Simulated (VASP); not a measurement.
# ZnCu: single point with LDA

System: ZnCu, a slab with vacuum.

```
Zn Cu
1.0
     2.94500    0.00000    0.00000
     0.00000    4.16486    0.00000
     0.00000    0.00000   28.41215
Zn Cu
6 6
Direct
  0.50000 0.00000 0.31677
  0.50000 0.50000 0.39006
  0.50000 0.00000 0.46335
  0.50000 0.50000 0.53319
  0.50000 0.00000 0.60202
  0.50000 0.50000 0.67539
  0.00000 0.50000 0.31677
  0.00000 0.00000 0.39006
  0.00000 0.50000 0.46335
  0.00000 0.00000 0.53257
  0.00000 0.50000 0.60357
  0.00000 0.00000 0.66994
```

| Property | Result |
| --- | --- |
| Program | VASP 6.6.1 |
| Task | single point |
| Functional | LDA |
| Potentials or basis | VASP PAW LDA potentials, release 64 (Zn, Cu) |
| Cutoff | 520 eV |
| k mesh | 17 × 12 × 1 |
| Occupations | gaussian, width 0.1 eV |
| Spin | no spin polarisation |

```yaml
Largest_force: 0.533 eV/Å
Band_gap_on_the_k_mesh: zero (bands 69 and 70 overlap by 2.38 eV)
```

Forces on the atoms (eV/Å):
```
Zn   0.000  0.000  0.086
Zn   0.000  0.000 -0.081
Zn   0.000  0.000 -0.455
Zn   0.000  0.000  0.047
Zn   0.000  0.000 -0.018
Zn   0.000  0.000 -0.033
Cu   0.000  0.000  0.533
Cu   0.000  0.000  0.148
Cu   0.000  0.000 -0.328
Cu   0.000  0.000  0.021
Cu   0.000  0.000  0.023
Cu   0.000  0.000  0.056
```

Levels at points of the mesh, in eV from the Fermi level:
| k point | band 66 | band 67 | band 68 | band 69 | band 70 | band 71 | band 72 | band 73 |
| --- | --- | --- | --- | --- | --- | --- | --- | --- |
| (0.00, 0.00, 0.00) | -1.58 | -1.56 | -0.94 | -0.43 | 0.85 | 1.82 | 2.22 | 2.46 |
| (0.00, 0.50, 0.00) | -2.44 | -2.00 | -1.99 | -1.21 | -1.19 | 0.59 | 0.65 | 2.05 |

Run time: 23 min on 4 MPI ranks on Intel(R) Xeon(R) Platinum 8375C CPU @ 2.90GHz (Ice Lake), on a shared host, peak memory 1.2 GiB a rank.
